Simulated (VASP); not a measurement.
# BiCCl (P6_3/mmc) in VASP: relaxation of cell and atoms with PBE

Aim: the relaxation of cell and atoms of BiCCl with PBE.

All numbers are computed with VASP 6.6.1; they aren't measurements. Logs are shortened: lines on timing, memory, paths and dates and some standing lists are left out, and cuts for length are marked.

## (1) The cell of the first run

It takes space group P6_3/mmc (No. 194, hexagonal). The conventional cell has a = 4.962 Å, b = 4.962 Å, c = 5.660 Å, α = 90.00°, β = 90.00°, γ = 120.00°. Bi (site symmetry -6m2) has 5 Cl at 2.83 to 2.86 Å and 6 C at 3.19 Å within 3.7 Å. C (site symmetry -3m) has 2 C at 2.83 Å and 6 Bi at 3.19 Å and 6 Cl at 3.19 Å within 3.7 Å. Cl (site symmetry -6m2) has 5 Bi at 2.83 to 2.86 Å and 6 C at 3.19 Å within 3.7 Å.

The cell was generated, and may not be a known phase.

## (2) Relaxation of cell and atoms, PBE

INCAR

```
SYSTEM = BiCCl
PREC = Accurate
ENCUT = 600
EDIFF = 1E-7
ISMEAR = 0
SIGMA = 0.1
LREAL = .FALSE.
LASPH = .TRUE.
NELM = 80
ALGO = Normal
ISIF = 3
LWAVE = .FALSE.
LCHARG = .FALSE.
GGA = PE
IBRION = 2
NSW = 100
EDIFFG = -0.01
```

KPOINTS

```
Automatic mesh
0
G
  12 12 8
  0 0 0
```

POSCAR

```
BiCCl
1.0
    4.9615597517      0.0000000000      0.0000000000
   -2.4807798758      4.2968367873      0.0000000000
    0.0000000000      0.0000000000      5.6597272465
Bi C Cl
2 2 2
Direct
    0.6666666667      0.3333333333      0.2500000000
    0.3333333333      0.6666666667      0.7500000000
    0.0000000000      0.0000000000      0.5000000000
    0.0000000000      0.0000000000      0.0000000000
    0.3333333333      0.6666666667      0.2500000000
    0.6666666667      0.3333333333      0.7500000000
```

Potentials or basis: VASP PAW PBE potentials, release 64 (Bi_d, C, Cl).

The run is started by

```console
$ cat potpaw_PBE.64/Bi_d/POTCAR potpaw_PBE.64/C/POTCAR potpaw_PBE.64/Cl/POTCAR > POTCAR
$ mpirun -np 1 vasp_std > vasp.out
```

OUTCAR:

```text
SYSTEM = BiCCl
   PREC = Accurate
   ENCUT = 600
   EDIFF = 1E-7
   ISMEAR = 0
   LREAL = .FALSE.
   LASPH = .TRUE.
   NELM = 80
   ISIF = 3
   GGA = PE
   IBRION = 2
   NSW = 100
   EDIFFG = -0.01

 ion  position               nearest neighbor table
   1  0.667  0.333  0.250-   6 2.83   6 2.83   5 2.86   5 2.86   5 2.86
   2  0.333  0.667  0.750-   5 2.83   5 2.83   6 2.86   6 2.86   6 2.86
   3  0.000  0.000  0.500-
   4  0.000  0.000  0.000-
   5  0.333  0.667  0.250-   2 2.83   2 2.83   1 2.86   1 2.86   1 2.86
   6  0.667  0.333  0.750-   1 2.83   1 2.83   2 2.86   2 2.86   2 2.86

  LATTYP: Found a hexagonal cell.
 ALAT       =     4.9615597517
 C/A-ratio  =     1.1407153254

  Lattice vectors:

 A1 = (   4.9615597517,   0.0000000000,   0.0000000000)
 A2 = (  -2.4807798758,   4.2968367873,   0.0000000000)
 A3 = (   0.0000000000,   0.0000000000,   5.6597272465)

Analysis of symmetry for initial positions (statically):
=====================================================================
 Subroutine PRICEL returns:
 Original cell was already a primitive cell.

 Routine SETGRP: Setting up the symmetry group for a
 hexagonal supercell.

 Subroutine GETGRP returns: Found 24 space group operations
 (whereof 12 operations were pure point group operations)
 out of a pool of 24 trial point group operations.

The static configuration has the point symmetry D_3d.
 The point group associated with its full space group is D_6h.

Analysis of symmetry for dynamics (positions and initial velocities):
=====================================================================
 Subroutine PRICEL returns:
 Original cell was already a primitive cell.

 Routine SETGRP: Setting up the symmetry group for a
 hexagonal supercell.

 Subroutine GETGRP returns: Found 24 space group operations
 (whereof 12 operations were pure point group operations)
 out of a pool of 24 trial point group operations.
[... 169 lines left out ...]
  in kB       -0.3344977     -0.3344977      0.8377255     -0.0000000      0.0000000      0.0000000
  external PRESSURE =       0.0562434 kB  Pullay stress =       0.0000000 kB

 VOLUME and BASIS-vectors are now :
 -----------------------------------------------------------------------------
  energy-cutoff  :      600.00
  volume of cell :      120.66
      direct lattice vectors                 reciprocal lattice vectors
     4.961559752  0.000000000  0.000000000     0.201549523  0.116364671  0.000000000
    -2.480779876  4.296836787  0.000000000     0.000000000  0.232729342  0.000000000
     0.000000000  0.000000000  5.659727247     0.000000000  0.000000000  0.176686960

 POSITION                                       TOTAL-FORCE (eV/Angst)
 -----------------------------------------------------------------------------------
      2.48078      1.43228      1.41493        -0.000000      0.000000      0.000000
     -0.00000      2.86456      4.24480         0.000000     -0.000000     -0.000000
      0.00000      0.00000      2.82986         0.000000      0.000000      0.000000
      0.00000      0.00000      0.00000         0.000000      0.000000      0.000000
     -0.00000      2.86456      1.41493        -0.000000      0.000000      0.000000
      2.48078      1.43228      4.24480         0.000000      0.000000      0.000000
 -----------------------------------------------------------------------------------
    total drift:                               -0.000000     -0.000000      0.000000

  FREE ENERGIE OF THE ION-ELECTRON SYSTEM (eV)
  ---------------------------------------------------
  free  energy   TOTEN  =       -18.5708866136 eV

  energy  without entropy=      -18.5370756079  energy(sigma->0) =      -18.55398111

--------------------------------------- Ionic step        2  -------------------------------------------

 number of electron      51.9999997 magnetization

 Free energy of the ion-electron system (eV)
  ---------------------------------------------------
  ext. energy  EPLUGINS =         0.00000000
  ---------------------------------------------------
  free energy    TOTEN  =       -18.57092033 eV

  energy without entropy =      -18.53703672  energy(sigma->0) =      -18.55397852

 E-fermi :   6.3948     XC(G=0): -10.3144

 val. band max:        6.3941646818   @ k =   0.0833   0.0833   0.5000
 cond. band min:       6.3976631058   @ k =   0.1667   0.0000   0.5000
 fundamental gap:      0.0034984240
 Fermi energy:         6.3948051621

 k-point     1 :       0.0000    0.0000    0.0000
  band No.  band energies     occupation
      1     -17.3832      2.00000
      2     -17.3271      2.00000
      3     -17.3123      2.00000
      4     -17.3123      2.00000
      5     -17.2804      2.00000
      6     -17.2804      2.00000
[... 805 lines left out ...]
     30       8.4944      0.00000
     31       8.7446      0.00000

 [... further k-points ...]

------------------------ aborting loop because EDIFF is reached ----------------------------------------

  FORCE on cell =-STRESS in cart. coord.  units (eV):
  Direction    XX          YY          ZZ          XY          YZ          ZX
  --------------------------------------------------------------------------------------
  -------------------------------------------------------------------------------------
  Total       -0.0263270     -0.0263270      0.0291146     -0.0000000      0.0000000      0.0000000
  in kB       -0.3495470     -0.3495470      0.3865584     -0.0000000      0.0000000      0.0000000
  external PRESSURE =      -0.1041785 kB  Pullay stress =       0.0000000 kB

 VOLUME and BASIS-vectors are now :
 -----------------------------------------------------------------------------
  energy-cutoff  :      600.00
  volume of cell :      120.67
      direct lattice vectors                 reciprocal lattice vectors
     4.960554804 -0.000000000  0.000000000     0.201590354  0.116388245 -0.000000000
    -2.480277402  4.295966477  0.000000000     0.000000000  0.232776491 -0.000000000
     0.000000000  0.000000000  5.662598220     0.000000000  0.000000000  0.176597378

 POSITION                                       TOTAL-FORCE (eV/Angst)
 -----------------------------------------------------------------------------------
      2.48028      1.43199      1.41565         0.000000      0.000000     -0.000000
     -0.00000      2.86398      4.24695        -0.000000     -0.000000      0.000000
      0.00000     -0.00000      2.83130         0.000000      0.000000     -0.000000
      0.00000     -0.00000      0.00000         0.000000      0.000000     -0.000000
     -0.00000      2.86398      1.41565        -0.000000     -0.000000     -0.000000
      2.48028      1.43199      4.24695         0.000000      0.000000     -0.000000
 -----------------------------------------------------------------------------------
    total drift:                               -0.000000     -0.000000      0.000000

  FREE ENERGIE OF THE ION-ELECTRON SYSTEM (eV)
  ---------------------------------------------------
  free  energy   TOTEN  =       -18.5709203306 eV

  energy  without entropy=      -18.5370367175  energy(sigma->0) =      -18.55397852

 reached required accuracy - stopping structural energy minimisation
```

OSZICAR:

```text
N       E                     dE             d eps       ncg     rms          rms(c)
DAV:   1     0.583448706331E+03    0.58345E+03   -0.28010E+04  5890   0.205E+03
DAV:   2     0.607335335299E+02   -0.52272E+03   -0.51199E+03  6005   0.520E+02
DAV:   3    -0.158945883202E+02   -0.76628E+02   -0.74648E+02  7710   0.188E+02
DAV:   4    -0.204098583267E+02   -0.45153E+01   -0.43771E+01  6800   0.429E+01
[... 16 lines left out ...]
DAV:   3    -0.185709367823E+02    0.26986E-04   -0.12700E-04  8589   0.475E-02    0.218E-02
DAV:   4    -0.185709205346E+02    0.16248E-04   -0.51172E-05  8875   0.414E-02    0.576E-03
DAV:   5    -0.185709204661E+02    0.68409E-07   -0.53438E-06  6852   0.173E-02    0.246E-03
DAV:   6    -0.185709203384E+02    0.12770E-06   -0.29950E-07  6061   0.386E-03    0.686E-04
DAV:   7    -0.185709203306E+02    0.78126E-08   -0.47515E-08  4205   0.147E-03
   2 F= -.18570920E+02 E0= -.18553979E+02  d E =-.337170E-04
```

Run time: 10 min. Hardware: 1 thread of Intel Xeon 8259CL, shared host; peak memory 0.54 GiB.

Results:

```
Free energy                           : -18.5709 eV
Relaxed volume                        : 20.11 Å³/atom
Relaxed cell                          : a = 4.961 Å, b = 4.961 Å, c = 5.663 Å, α = 90.00°, β = 90.00°, γ = 120.00°
Space group after relaxing (to 0.1 Å) : P6_3/mmc (No. 194)
Energy gained by relaxing             : 0.0 meV/atom
Ionic steps                           : 2
Pressure after relaxing               : 0.0 GPa
Band gap on the k mesh                : zero (bands 26 and 27 overlap by 0.98 eV)
```

Final structure:
```
Bi C Cl
1.0
     4.96055    0.00000    0.00000
    -2.48028    4.29597    0.00000
     0.00000    0.00000    5.66260
Bi C Cl
2 2 2
Direct
  0.66667 0.33333 0.25000
  0.33333 0.66667 0.75000
  0.00000 0.00000 0.50000
  0.00000 0.00000 0.00000
  0.33333 0.66667 0.25000
  0.66667 0.33333 0.75000
```

Levels at points of the mesh, in eV from the Fermi level:
```
           k point  band 24  band 25  band 26  band 27  band 28  band 29
(0.00, 0.00, 0.00)    -2.12    -1.28     0.18     0.18     0.87     0.87
(0.50, 0.00, 0.00)    -0.23    -0.20    -0.09     0.37     1.53     1.62
(0.00, 0.00, 0.50)    -1.67    -1.67    -1.67    -0.03    -0.03     1.19
(0.50, 0.00, 0.50)    -1.41    -0.30    -0.30    -0.02    -0.02     1.48
```

Caveat: spin-orbit coupling is left out, which moves the levels of the heavy elements.
